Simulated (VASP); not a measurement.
**BaCaF4: single point with PBEsol**

BaCaF4:

```
Ca F Ba
1.0
     2.05939    1.18899    6.63716
    -2.05939    1.18899    6.63716
     0.00000   -2.37798    6.63716
Ca F Ba
1 4 1
Direct
  0.00000 0.00000 0.00000
  0.11559 0.11559 0.11559
  0.36697 0.36697 0.36697
  0.63303 0.63303 0.63303
  0.88441 0.88441 0.88441
  0.50000 0.50000 0.50000
```

| Property | Result |
| --- | --- |
| Program | VASP 6.6.1 |
| Task | single point |
| Functional | PBEsol |
| Potentials or basis | VASP PAW PBE potentials, release 64 (Ca_sv, F, Ba_sv) |
| Cutoff | 520 eV |
| k mesh | 6 × 6 × 6 |
| Occupations | fermi-dirac, width 0.02 eV |
| Spin | no spin polarisation |
| Dipole correction | no |
| Further INCAR settings | ALGO = Normal; EDIFF = 1e-07; NBANDS = 33 |

The pressure is 1.0 GPa and the largest force is 0.072 eV/Å. The band gap on the k mesh is 6.47 eV (least direct gap 6.68 eV).

Forces on the atoms (eV/Å):
```
Ca   0.000  0.000  0.000
F    0.000  0.000 -0.072
F    0.000  0.000 -0.069
F    0.000  0.000  0.069
F    0.000  0.000  0.072
Ba   0.000  0.000  0.000
```

Stress tensor (GPa, compression positive):
```
0.97 0.00 0.00
0.00 0.97 0.00
0.00 0.00 1.08
```

Levels at points of the mesh, in eV from the valence-band top:
```tsv
k point	band 21	band 22	band 23	band 24	band 25	band 26	band 27	band 28
(0.00, 0.00, 0.00)	-1.02	-0.23	-0.23	-0.22	6.47	8.64	8.64	8.79
(0.50, 0.00, 0.00)	-0.99	-0.35	-0.22	-0.14	7.13	8.14	9.02	9.17
(0.50, 0.50, 0.00)	-0.75	-0.51	-0.36	0.00	6.95	8.55	8.85	9.04
(0.50, 0.50, 0.50)	-0.74	-0.61	-0.27	-0.27	7.43	7.93	8.68	8.68
```

Run time: 2.9 min on 1 thread of Intel(R) Xeon(R) 6975P-C (Granite Rapids) (shared host), peak memory 0.43 GiB.

Caveat: the PAW data sets were made with another functional, which shifts forces and pressure a little; spin-orbit coupling is left out, which moves the levels of the heavy elements. A k mesh can miss the band edges.
